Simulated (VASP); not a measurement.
# Rb (R-3m) in VASP: further runs

Rb is run at these levels: PBE; tasks: single point.

All numbers are computed with VASP 6.6.1; they aren't measurements. Logs are shortened: lines on timing, memory, paths and dates and some standing lists are left out, and cuts for length are marked.

## (1) The cell of the first run

Symmetry: R-3m, No. 166, trigonal system. Conventional cell: a = 7.078 Å, b = 7.078 Å, c = 6.111 Å, α = 90.00°, β = 90.00°, γ = 120.00°.

## (2) Single point, PBE

INCAR reads:

```
PREC = Accurate
ENCUT = 520
EDIFF = 1E-6
ISMEAR = 0
SIGMA = 0.15
LREAL = False
LASPH = True
NELM = 80
ALGO = Fast
ISIF = 2
LWAVE = False
LCHARG = False
GGA = PE
NBANDS = 10
```

KPOINTS reads:

```
Automatic mesh
0
Gamma
  14 14 14
```

POSCAR reads:

```
Rb
1.0
   -2.1603617127      2.8443372356      2.8443372356
    2.8443372356     -2.1603617127      2.8443372356
    2.8443372356      2.8443372356     -2.1603617127
Rb
1
Direct
    0.0000000000      0.0000000000      0.0000000000
```

Potentials or basis: VASP PAW PBE potentials, release 64 (Rb_sv).

On the command line:

```console
cat potpaw_PBE.64/Rb_sv/POTCAR > POTCAR
mpirun -np 1 vasp_std > vasp.out
```

OUTCAR:

```text
PREC = Accurate
   ENCUT = 520
   EDIFF = 1E-6
   ISMEAR = 0
   LREAL = False
   LASPH = True
   NELM = 80
   ISIF = 2
   GGA = PE

 ion  position               nearest neighbor table
   1  0.000  0.000  0.000-

  LATTYP: Found a trigonal (rhomboedric) cell.
 ALAT       =     4.5659250267
 COS(alpha) =    -0.2014297014

  Lattice vectors:

 A1 = (  -2.1603617127,   2.8443372356,   2.8443372356)
 A2 = (   2.8443372356,  -2.1603617127,   2.8443372356)
 A3 = (   2.8443372356,   2.8443372356,  -2.1603617127)

Analysis of symmetry for initial positions (statically):
=====================================================================
 Subroutine PRICEL returns:
 Original cell was already a primitive cell.

 Routine SETGRP: Setting up the symmetry group for a
 trigonal (rhombohedral) supercell.

 Subroutine GETGRP returns: Found 12 space group operations
 (whereof 12 operations were pure point group operations)
 out of a pool of 12 trial point group operations.

The static configuration has the point symmetry D_3d.

Analysis of symmetry for dynamics (positions and initial velocities):
=====================================================================
 Subroutine PRICEL returns:
 Original cell was already a primitive cell.

 Routine SETGRP: Setting up the symmetry group for a
 trigonal (rhombohedral) supercell.

 Subroutine GETGRP returns: Found 12 space group operations
 (whereof 12 operations were pure point group operations)
 out of a pool of 12 trial point group operations.

The dynamic configuration has the point symmetry D_3d.

 Subroutine INISYM returns: Found 12 space group operations
 (whereof 12 operations are pure point group operations),
 and found     1 'primitive' translations

----------------------------------------------------------------------------------------

                                     Primitive cell

  volume of cell :      88.3737

  direct lattice vectors                    reciprocal lattice vectors
    -2.160361713  2.844337236  2.844337236    -0.038734283  0.161077935  0.161077935
     2.844337236 -2.160361713  2.844337236     0.161077935 -0.038734283  0.161077935
     2.844337236  2.844337236 -2.160361713     0.161077935  0.161077935 -0.038734283

  length of vectors
     4.565925027  4.565925027  4.565925027     0.231068274  0.231068274  0.231068274

  position of ions in fractional coordinates (direct lattice)
     0.000000000  0.000000000  0.000000000

  ion indices of the primitive-cell ions
[... 80 lines left out ...]
   ISIF   =      2    stress and relaxation
   ISYM   =      2    0-nonsym 1-usesym 2-fastsym
   POTIM  = 0.5000    time-step for ionic-motion
   TEBEG  =    0.0;   TEEND  =   0.0 temperature during run
   PSTRESS=    0.0 pullay stress
   NELECT =       9.0000    total number of electrons
   NUPDOWN=      -1.0000    fix difference up-down
   EMIN   =  10.00;   EMAX   =-10.00  energy-range for DOS
   EFERMI =   0.00;   METHOD = LEGACY
   ISMEAR =     0;   SIGMA  =   0.15  broadening in eV -4-tet -1-fermi 0-gaus
   EFERMI_NEDOS =   21; number of points for ismear=-14 and -15
   IALGO  =     68    algorithm
   IMIX   =      4    mixing-type and parameters
     AMIX     =   0.40;   BMIX     =  1.00
     AMIX_MAG =   1.60;   BMIX_MAG =  1.00
  volume/ion in A,a.u.               =      88.37       596.38
  Fermi-wavevector in a.u.,A,eV,Ry     =   0.764507  1.444708  7.952205  0.584471
  Thomas-Fermi vector in A             =   1.864423
   LORBIT       =      0    0 simple, 1 ext, 2 COOP (PROOUT), +10 PAW based schemes
   GGA     = PE    functional components
   LHFCALC =     F    Hartree Fock is set to
   AEXX    =    0.0000 exact exchange contribution
   IVDW    =     0    specifies the selected vdW correction
   LEPSILON=     F    determine dielectric tensor
   LRPA    =     F    only Hartree local field effects (RPA)
 non-spin polarized calculation
 RMM-DIIS sequential band-by-band and
 Gauss-broadening in eV      SIGMA  =   0.15
  energy-cutoff  :      520.00
  volume of cell :       88.37
 maximum number of plane-waves:      2437
 NGX is ok and might be reduce to    36

 number of electron       9.0000000 magnetization

 Free energy of the ion-electron system (eV)
  ---------------------------------------------------
  ext. energy  EPLUGINS =         0.00000000
  ---------------------------------------------------
  free energy    TOTEN  =        -0.88486939 eV

  energy without entropy =       -0.87480369  energy(sigma->0) =       -0.87983654

 E-fermi :   0.0992     XC(G=0):  -5.5314

 val. band max:        0.0928330569   @ k =   0.5000   0.1429   0.0714
 cond. band min:       0.1019295254   @ k =   0.4286   0.1429  -0.0000
 fundamental gap:      0.0090964685
 Fermi energy:         0.0991751836

 k-point     1 :       0.0000    0.0000    0.0000
  band No.  band energies     occupation
      1     -28.8849      2.00000
      2     -12.9184      2.00000
      3     -12.9070      2.00000
      4     -12.9070      2.00000
      5      -1.9189      2.00000
      6       2.8413      0.00000
      7       2.8413      0.00000
      8       4.9590      0.00000
      9       5.5483      0.00000
     10       5.5496      0.00000
[... 287 lines left out ...]
 k-point    24 :       0.2857    0.1429   -0.0000
  band No.  band energies     occupation
      1     -28.8805      2.00000
      2     -12.9959      2.00000
      3     -12.9348      2.00000
      4     -12.9060      2.00000
      5      -0.7614      2.00000
      6       1.7207      0.00000
      7       2.5400      0.00000
      8       4.5852      0.00000
      9       5.1628      0.00000
     10       5.4128      0.00000

 [... further k-points ...]

------------------------ aborting loop because EDIFF is reached ----------------------------------------

  FORCE on cell =-STRESS in cart. coord.  units (eV):
  Direction    XX          YY          ZZ          XY          YZ          ZX
  --------------------------------------------------------------------------------------
  -------------------------------------------------------------------------------------
  Total        0.1106536      0.1106536      0.1106536     -0.1123157     -0.1123157     -0.1123157
  in kB        2.0061019      2.0061019      2.0061019     -2.0362357     -2.0362357     -2.0362357
  external PRESSURE =       2.0061019 kB  Pullay stress =       0.0000000 kB

 VOLUME and BASIS-vectors are now :
 -----------------------------------------------------------------------------
  energy-cutoff  :      520.00
  volume of cell :       88.37
      direct lattice vectors                 reciprocal lattice vectors
    -2.160361713  2.844337236  2.844337236    -0.038734283  0.161077935  0.161077935
     2.844337236 -2.160361713  2.844337236     0.161077935 -0.038734283  0.161077935
     2.844337236  2.844337236 -2.160361713     0.161077935  0.161077935 -0.038734283

 POSITION                                       TOTAL-FORCE (eV/Angst)
 -----------------------------------------------------------------------------------
      0.00000      0.00000      0.00000        -0.000000     -0.000000     -0.000000
 -----------------------------------------------------------------------------------
    total drift:                               -0.000000     -0.000000     -0.000000

  FREE ENERGIE OF THE ION-ELECTRON SYSTEM (eV)
  ---------------------------------------------------
  free  energy   TOTEN  =        -0.8848693918 eV

  energy  without entropy=       -0.8748036905  energy(sigma->0) =       -0.87983654
```

stdout:

```text
POSCAR found type information on POSCAR Rb
 POSCAR found :  1 types and       1 ions
 scaLAPACK will be used
 LDA part: xc-table for (Slater+PW92), standard interpolation
 POSCAR, INCAR and KPOINTS ok, starting setup
 FFT: planning ... GRIDC
 FFT: planning ... GRID_SOFT
 FFT: planning ... GRID
 WAVECAR not read
 entering main loop
WARNING in EDDRMM: call to ZHEGV failed, returncode =   6  3      8
```

Wall time 4.1 min (1 thread of Oxide Virtual Turin-like, shared host); peak memory 0.34 GiB.

What came out:

```
Free energy            : -0.8849 eV
Pressure               : 0.2 GPa
Band gap on the k mesh : zero (an odd number of electrons rules out a gap without spin polarisation)
```

Stress tensor (GPa, compression positive):
```
 0.20 -0.20 -0.20
-0.20  0.20 -0.20
-0.20 -0.20  0.20
```

## (3) Single point, PBE

This run uses another cell than the first one, of the same volume but with other edges.

INCAR reads:

```
SYSTEM = Rb
ALGO = Fast ; EDIFF = 1E-6
ENCUT = 520 ; GGA = PE
ISIF = 2 ; ISMEAR = 0
LASPH = .TRUE. ; LCHARG = .TRUE.
LELF = .TRUE. ; LREAL = .FALSE.
LVHAR = .TRUE. ; LWAVE = .FALSE.
NBANDS = 10 ; NELM = 80
PREC = Accurate ; SIGMA = 0.15
```

KPOINTS reads:

```
k-points
0
G
  14 14 14
  0 0 0
```

POSCAR reads:

```
Rb
1.0
   -3.7704649869      2.8832967547      2.8832967547
    2.8832967547     -3.7704649869      2.8832967547
    2.8832967547      2.8832967547     -3.7704649869
Rb
1
Direct
    0.0000000000      0.0000000000      0.0000000000
```

Potentials or basis: VASP PAW PBE potentials, release 64 (Rb_sv).

On the command line:

```console
cat potpaw_PBE.64/Rb_sv/POTCAR > POTCAR
mpirun -np 1 vasp_std > vasp.out
```

Wall time 6.6 min (1 thread of Oxide Virtual Turin-like, shared host); peak memory 0.38 GiB.

It converged, with:

* Free energy: -0.6016 eV
* Pressure: 0.7 GPa
* Band gap on the k mesh: zero (an odd number of electrons rules out a gap without spin polarisation)

Stress tensor (GPa, compression positive):
```
0.73 1.53 1.53
1.53 0.73 1.53
1.53 1.53 0.73
```

Levels at points of the mesh, in eV from the Fermi level:
| k point | band 1 | band 2 | band 3 | band 4 | band 5 | band 6 | band 7 | band 8 | band 9 |
| --- | --- | --- | --- | --- | --- | --- | --- | --- | --- |
| (0.00, 0.00, 0.00) | -29.49 | -13.51 | -13.51 | -13.06 | -2.02 | 2.16 | 2.56 | 2.56 | 4.66 |
| (0.50, 0.00, 0.00) | -29.36 | -14.26 | -13.35 | -13.34 | 0.99 | 2.15 | 2.17 | 3.21 | 4.20 |
| (0.50, 0.50, 0.00) | -29.49 | -13.54 | -13.52 | -13.06 | -0.39 | 0.11 | 1.70 | 3.61 | 4.06 |
| (0.50, 0.50, 0.50) | -29.36 | -14.26 | -13.36 | -13.36 | 1.28 | 1.28 | 3.79 | 3.79 | 4.22 |

## (4) Single point, PBE

This run uses another cell than the first one, of the same volume but with other edges.

INCAR reads:

```
SYSTEM = Rb
PREC     = Accurate       ! precision mode
ENCUT    = 520            ! plane-wave cutoff, eV
EDIFF    = 1E-6           ! SCF threshold, eV
ISMEAR   = 0              ! smearing method
SIGMA    = 0.15           ! smearing width, eV
LREAL    = .FALSE.        ! projectors in reciprocal space
LASPH    = .TRUE.         ! aspherical terms in the spheres
NELM     = 100            ! most SCF steps
ALGO     = Fast           ! electronic algorithm
ISIF     = 2              ! what is computed and relaxed
LWAVE    = .FALSE.        ! write WAVECAR
LCHARG   = .FALSE.        ! write CHGCAR
GGA      = PE             ! functional
NBANDS   = 10             ! bands
```

KPOINTS reads:

```
regular mesh
0
G
  14 14 14
  0 0 0
```

POSCAR reads:

```
Rb
1.0
   -3.1103122477      2.8140920337      2.8140920337
    2.8140920337     -3.1103122477      2.8140920337
    2.8140920337      2.8140920337     -3.1103122477
Rb
1
Direct
    0.0000000000      0.0000000000      0.0000000000
```

Potentials or basis: VASP PAW PBE potentials, release 64 (Rb_sv).

On the command line:

```console
cat potpaw_PBE.64/Rb_sv/POTCAR > POTCAR
mpirun -np 1 vasp_std > vasp.out
```

OUTCAR:

```text
SYSTEM = Rb
   PREC = Accurate
   ENCUT = 520
   EDIFF = 1E-6
   ISMEAR = 0
   LREAL = .FALSE.
   LASPH = .TRUE.
   NELM = 100
   ISIF = 2
   GGA = PE

 ion  position               nearest neighbor table
   1  0.000  0.000  0.000-

  LATTYP: Found a trigonal (rhomboedric) cell.
 ALAT       =     5.0509672565
 COS(alpha) =    -0.3757523646

  Lattice vectors:

 A1 = (  -3.1103122477,   2.8140920337,   2.8140920337)
 A2 = (   2.8140920337,  -3.1103122477,   2.8140920337)
 A3 = (   2.8140920337,   2.8140920337,  -3.1103122477)

Analysis of symmetry for initial positions (statically):
=====================================================================
 Subroutine PRICEL returns:
 Original cell was already a primitive cell.

 Routine SETGRP: Setting up the symmetry group for a
 trigonal (rhombohedral) supercell.

 Subroutine GETGRP returns: Found 12 space group operations
 (whereof 12 operations were pure point group operations)
 out of a pool of 12 trial point group operations.

The static configuration has the point symmetry D_3d.

Analysis of symmetry for dynamics (positions and initial velocities):
[... 165 lines left out ...]

 k-point     1 :       0.0000    0.0000    0.0000
  band No.  band energies     occupation
      1     -28.8443      2.00000
      2     -12.8869      2.00000
      3     -12.8869      2.00000
      4     -12.8526      2.00000
      5      -1.9267      2.00000
      6       3.3048      0.00000
      7       3.6817      0.00000
      8       3.6817      0.00000
      9       5.1578      0.00000
     10       5.1579      0.00000
[... 287 lines left out ...]
 k-point    24 :       0.2857    0.1429   -0.0000
  band No.  band energies     occupation
      1     -28.8341      2.00000
      2     -13.0458      2.00000
      3     -12.8982      2.00000
      4     -12.8802      2.00000
      5      -0.0899      1.90188
      6       1.9238      0.00000
      7       2.6215      0.00000
      8       4.1415      0.00000
      9       4.5865      0.00000
     10       5.0116      0.00000

 [... further k-points ...]

------------------------ aborting loop because EDIFF is reached ----------------------------------------

  FORCE on cell =-STRESS in cart. coord.  units (eV):
  Direction    XX          YY          ZZ          XY          YZ          ZX
  --------------------------------------------------------------------------------------
  -------------------------------------------------------------------------------------
  Total        0.0718391      0.0718391      0.0718391      0.1622637      0.1622637      0.1622637
  in kB        1.3024117      1.3024117      1.3024117      2.9417717      2.9417717      2.9417717
  external PRESSURE =       1.3024117 kB  Pullay stress =       0.0000000 kB

 VOLUME and BASIS-vectors are now :
 -----------------------------------------------------------------------------
  energy-cutoff  :      520.00
  volume of cell :       88.37
      direct lattice vectors                 reciprocal lattice vectors
    -3.110312248  2.814092034  2.814092034     0.019858040  0.188651383  0.188651383
     2.814092034 -3.110312248  2.814092034     0.188651383  0.019858040  0.188651383
     2.814092034  2.814092034 -3.110312248     0.188651383  0.188651383  0.019858040

 POSITION                                       TOTAL-FORCE (eV/Angst)
 -----------------------------------------------------------------------------------
      0.00000      0.00000      0.00000         0.000000      0.000000      0.000000
 -----------------------------------------------------------------------------------
    total drift:                               -0.000000      0.000000      0.000000

  FREE ENERGIE OF THE ION-ELECTRON SYSTEM (eV)
  ---------------------------------------------------
  free  energy   TOTEN  =        -0.9167076353 eV

  energy  without entropy=       -0.9073824434  energy(sigma->0) =       -0.91204504
```

Run time: 6 min. Hardware: 1 thread of Oxide Virtual Turin-like, shared host; peak memory 0.37 GiB.

Results:

```
Free energy            : -0.9167 eV
Pressure               : 0.1 GPa
Band gap on the k mesh : zero (an odd number of electrons rules out a gap without spin polarisation)
```

Levels at points of the mesh, in eV from the Fermi level:
```csv
k point,band 1,band 2,band 3,band 4,band 5,band 6,band 7,band 8,band 9
"(0.00, 0.00, 0.00)",-28.93,-12.97,-12.97,-12.94,-2.01,3.22,3.60,3.60,5.07
"(0.50, 0.00, 0.00)",-28.92,-13.14,-12.99,-12.96,0.45,1.12,2.57,3.98,4.86
"(0.50, 0.50, 0.00)",-28.93,-13.05,-12.99,-12.94,0.03,0.55,2.45,4.79,4.90
"(0.50, 0.50, 0.50)",-28.92,-13.13,-13.01,-13.01,1.26,1.26,3.34,3.34,3.50
```

## (5) Single point, PBE

This run uses another cell than the first one, of the same volume but with other edges.

INCAR reads:

```
SYSTEM = Rb
PREC = Accurate
ENCUT = 520
EDIFF = 1E-7
ISMEAR = 0
SIGMA = 0.15
LREAL = .FALSE.
LASPH = .TRUE.
NELM = 80
ALGO = Fast
ISIF = 2
LWAVE = .FALSE.
LCHARG = .FALSE.
GGA = PE
NBANDS = 10
```

KPOINTS reads:

```
Automatic mesh
0
G
  14 14 14
  0 0 0
```

POSCAR reads:

```
Rb
1.0
   -2.4645106239      2.8165835702      2.8165835702
    2.8165835702     -2.4645106239      2.8165835702
    2.8165835702      2.8165835702     -2.4645106239
Rb
1
Direct
    0.0000000000      0.0000000000      0.0000000000
```

On the command line:

```console
cat potpaw_PBE.64/Rb_sv/POTCAR > POTCAR
mpirun -np 1 vasp_std > vasp.out
```

Run time: 3.2 min. Hardware: 1 thread of Oxide Virtual Turin-like, shared host; peak memory 0.34 GiB.

It converged, with:

```yaml
Free_energy: -0.9200 eV
Pressure: 0.1 GPa
Band_gap_on_the_k_mesh: zero (an odd number of electrons rules out a gap without spin polarisation)
```

Stress tensor (GPa, compression positive):
```
 0.13 -0.17 -0.17
-0.17  0.13 -0.17
-0.17 -0.17  0.13
```

Levels at points of the mesh, in eV from the Fermi level:
```csv
k point,band 1,band 2,band 3,band 4,band 5,band 6,band 7,band 8
"(0.00, 0.00, 0.00)",-28.92,-12.96,-12.95,-12.95,-2.01,3.20,3.20,4.28
"(0.50, 0.00, 0.00)",-28.92,-13.07,-12.97,-12.95,0.04,0.56,2.63,4.54
"(0.50, 0.50, 0.00)",-28.92,-13.09,-13.02,-12.95,0.44,1.12,2.36,4.26
"(0.50, 0.50, 0.50)",-28.91,-13.06,-13.06,-13.00,1.27,1.27,3.30,3.45
```

## (6) Overview

```tsv
cell	further INCAR settings	gap on the mesh (eV)	pressure (GPa)
a = 4.566 Å, angles 101.6°, 1 atom	ALGO = Fast; EDIFF = 1e-06; NBANDS = 10	none	0.2
a = 5.554 Å, angles 115.8°, 1 atom	ALGO = Fast; EDIFF = 1e-06; NBANDS = 10	none	0.7
a = 5.051 Å, angles 112.1°, 1 atom	ALGO = Fast; EDIFF = 1e-06; NBANDS = 10	none	0.1
a = 4.684 Å, angles 105.7°, 1 atom	ALGO = Fast; EDIFF = 1e-07; NBANDS = 10	none	0.1
```

Alike in all rows: task single point; level PBE; potentials or basis VASP PAW PBE potentials, release 64 (Rb_sv); no spin polarisation; k mesh 14 × 14 × 14; cutoff (eV) 520; smearing gaussian 0.15 eV.

Absolute energies hang on the potentials; compare differences alone.

The gap in the log of VASP goes by the Fermi energy; the results here count the filled bands.